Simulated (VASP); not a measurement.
ZrB:

```xyz
2
Lattice="0.0000 2.2775 2.2775 2.2775 0.0000 2.2775 2.2775 2.2775 0.0000" Properties=species:S:1:pos:R:3 pbc="T T T"
Zr    0.0000    0.0000    0.0000
B     2.2775    2.2775    2.2775
```

Base run:

```yaml
Program: VASP 6.6.1
Functional: PBEsol
Potentials_or_basis: VASP PAW PBE potentials, release 64 (Zr_sv, B)
Cutoff: 520 eV
k_mesh: 10 × 10 × 10
Occupations: fermi-dirac, width 0.05 eV
Spin: no spin polarisation
```

Its results: pressure 48.3 GPa.

After a change of settings the same cell gave: pressure 53.7 GPa. Which change was it?
A. functional from PBEsol to LDA; potentials or basis from VASP PAW PBE potentials, release 64 (Zr_sv, B) to VASP PAW LDA potentials, release 64 (Zr_sv, B)
B. functional from PBEsol to r2SCAN
C. functional from PBEsol to PBE0; k mesh from 10 × 10 × 10 to 6 × 6 × 6

C.

Caveats: some runs use coarse meshes; the PAW data sets were made with another functional, which shifts forces and pressure a little.
